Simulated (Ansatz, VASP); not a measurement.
## Two plane-wave programs on BN

POSCAR

```
BN
1.0
    0.0000000000      1.7295240940      1.7295240940
    1.7295240940      0.0000000000      1.7295240940
    1.7295240940      1.7295240940      0.0000000000
B N
1 1
Direct
    0.0000000000      0.0000000000      0.0000000000
    0.7500000000      0.7500000000      0.7500000000
```

INCAR.step1

```
SYSTEM = BN
PREC     = Accurate       ! precision mode
ENCUT    = 520            ! plane-wave cutoff, eV
ISMEAR   = 0              ! smearing method
SIGMA    = 0.02           ! smearing width, eV
LREAL    = .False.        ! projectors in reciprocal space
LASPH    = .True.         ! aspherical terms in the spheres
NELM     = 60             ! most SCF steps
NBANDS   = 11             ! bands
GGA      = PE             ! functional
ALGO     = Normal         ! electronic algorithm
EDIFF    = 1E-4           ! SCF threshold, eV
LWAVE    = .True.         ! write WAVECAR
LCHARG   = .False.        ! write CHGCAR
```

File INCAR.step2:

```
SYSTEM = BN
PREC     = Accurate       ! precision mode
ENCUT    = 520            ! plane-wave cutoff, eV
EDIFF    = 1E-7           ! SCF threshold, eV
ISMEAR   = 0              ! smearing method
SIGMA    = 0.02           ! smearing width, eV
LREAL    = .False.        ! projectors in reciprocal space
LASPH    = .True.         ! aspherical terms in the spheres
NELM     = 60             ! most SCF steps
ALGO     = Normal         ! electronic algorithm
ISIF     = 2              ! what is computed and relaxed
LWAVE    = .False.        ! write WAVECAR
LCHARG   = .False.        ! write CHGCAR
METAGGA  = R2SCAN         ! meta-GGA
LMIXTAU  = .True.       
NBANDS   = 11             ! bands
ISTART   = 1
```

File KPOINTS:

```
Automatic mesh
0
Gamma
  12 12 12
  0 0 0
```

Input for Ansatz:

```yaml
crystal:
  lattice:
    - [0.0, 1.729524094, 1.729524094]
    - [1.729524094, 0.0, 1.729524094]
    - [1.729524094, 1.729524094, 0.0]
  atoms:
    - { symbol: B, position: [0.0, 0.0, 0.0] }
    - { symbol: "N", position: [0.75, 0.75, 0.75] }
basis:
  ecutwfc: 500
kpoints:
  mp_grid: { grid: [12, 12, 12] }
hamiltonian:
  xc: r2scan
scf:
  occupations: { method: gaussian, width: 0.02 }
output:
  forces: true
  stress: true
  eigenvalues: true
```

Alike in both runs: task single point; functional r2SCAN; k mesh 12 × 12 × 12; occupations gaussian, width 0.02 eV; no spin polarisation.

```csv
,VASP,Ansatz
version,VASP 6.6.1,Ansatz 0.2.0
potentials or method,"VASP PAW PBE potentials, release 64 (B, N), cutoff 520 eV","scalar-relativistic, plane waves, PAW"
valence electrons in the cell,8,8
```

|  | VASP | Ansatz | Ansatz less VASP |
| --- | --- | --- | --- |
| gap on the k mesh at the Fermi level (eV) | 5.13 | 5.16 | +0.032 |
| least direct gap on the mesh (eV) | 10.18 | 10.23 | +0.052 |

VASP's potentials were made for PBE, not for r2SCAN. With one functional, cell and mesh, what is left measures potentials, basis and numerics.
